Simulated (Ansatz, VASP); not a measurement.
**Two plane-wave programs on Ta**

```
Ta
1.0
     2.82674    0.00000    0.00000
     0.00000    2.82674    0.00000
     0.00000    0.00000    2.82674
Ta
1
Cartesian
  0.0000 0.0000 0.0000
```

Alike in both runs: task single point; functional revPBE; k mesh 13 × 13 × 13; occupations fermi-dirac, width 0.1 eV; no spin polarisation.

|  | VASP | Ansatz |
| --- | --- | --- |
| version | VASP 6.6.1 | Ansatz 0.2.0 |
| potentials or method | VASP PAW PBE potentials, release 64 (Ta_pv), cutoff 520 eV | plane waves (420 eV) with PAW, scalar-relativistic |
| valence electrons in the cell | 11 | 13 |

```csv
,VASP,Ansatz,Ansatz less VASP
pressure (GPa),-9.1,-9.1,+0.01
```

VASP's potentials were made for PBE, not for revPBE. The functional is the same, so the differences come from potentials, cutoffs and numerics. VASP's potentials hold 11 valence electrons a cell and Ansatz's 13, so a difference there can come from the potentials and not from the codes.

Spin-orbit coupling is off throughout.
